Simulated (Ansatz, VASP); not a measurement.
# Two plane-wave programs on Cu

```
Cu
1.0
     2.52059    0.00000    0.00000
     0.00000    4.11652    0.00000
     0.00000    0.00000   27.36974
Cu
12
Cartesian
  0.0000 1.0291 7.6382
  0.0000 3.0874 8.9283
  1.2603 1.0291 9.7117
  1.2603 3.0874 11.1299
  0.0000 1.0291 11.8824
  0.0000 3.0874 13.3124
  1.2603 1.0291 14.0574
  1.2603 3.0874 15.4874
  0.0000 1.0291 16.2399
  0.0000 3.0874 17.6580
  1.2603 1.0291 18.4414
  1.2603 3.0874 19.7316
```

Alike in both runs: functional PBEsol; k mesh 14 × 9 × 1; occupations gaussian, width 0.1 eV; no spin polarisation.

Ansatz relaxed the structure, and its values are those at the end. VASP's run is a single point on that final structure, the one shown.

|  | VASP | Ansatz |
| --- | --- | --- |
| version | VASP 6.6.1 | Ansatz 0.2.0 |
| potentials or method | VASP PAW PBE potentials, release 64 (Cu), cutoff 520 eV | scalar-relativistic, plane waves, PAW |
| valence electrons in the cell | 132 | 228 |

|  | VASP | Ansatz | Ansatz less VASP |
| --- | --- | --- | --- |
| gap on the k mesh at the Fermi level (eV) | none | none | - |
| rms of the force components (eV/Å) | 0.010 | 0.001 | -0.0093 |
| work function, face that differs most (eV) | 4.20 | 4.23 | +0.023 |

VASP's potentials were made for PBE, not for PBEsol. A gap of «none» marks a metal or a gap that the smearing closes. VASP's potentials hold 132 valence electrons a cell and Ansatz's 228, so a difference there can come from the potentials and not from the codes. Ansatz's warnings: xc potential rough in thin density.
